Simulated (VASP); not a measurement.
A run of VASP 6.6.1 is set up as follows.

Contents of INCAR:

```
SYSTEM = Sc
PREC = Accurate
ENCUT = 520
EDIFF = 1E-6
ISMEAR = -1
SIGMA = 0.1
LREAL = .FALSE.
LASPH = .TRUE.
NELM = 60
ALGO = Normal
ISIF = 2
LWAVE = .FALSE.
LCHARG = .FALSE.
GGA = PS
NBANDS = 18
```

Contents of KPOINTS:

```
Automatic mesh
0
G
  15 15 8
  0 0 0
```

The input POSCAR:

```
Sc
1.0
    3.2760790572      0.0000000000      0.0000000000
   -1.6380395286      2.8371676883      0.0000000000
    0.0000000000      0.0000000000      5.1051133920
Sc
2
Direct
    0.3333333333      0.6666666667      0.2500000000
    0.6666666667      0.3333333333      0.7500000000
```

Potentials or basis: VASP PAW PBE potentials, release 64 (Sc_sv).

Run with:

```bash
$ cat potpaw_PBE.64/Sc_sv/POTCAR > POTCAR
$ mpirun -np 1 vasp_std > vasp.out
```

(1) Predict the band gap on the k mesh.

(2) What does it give for the pressure?

Results:

(1) zero (band 11 reaches 4.79 eV, above the bottom of band 12 at 3.25 eV).

(2) 0.0 GPa.

Caveat: the PAW data sets were made with another functional, which shifts forces and pressure a little.
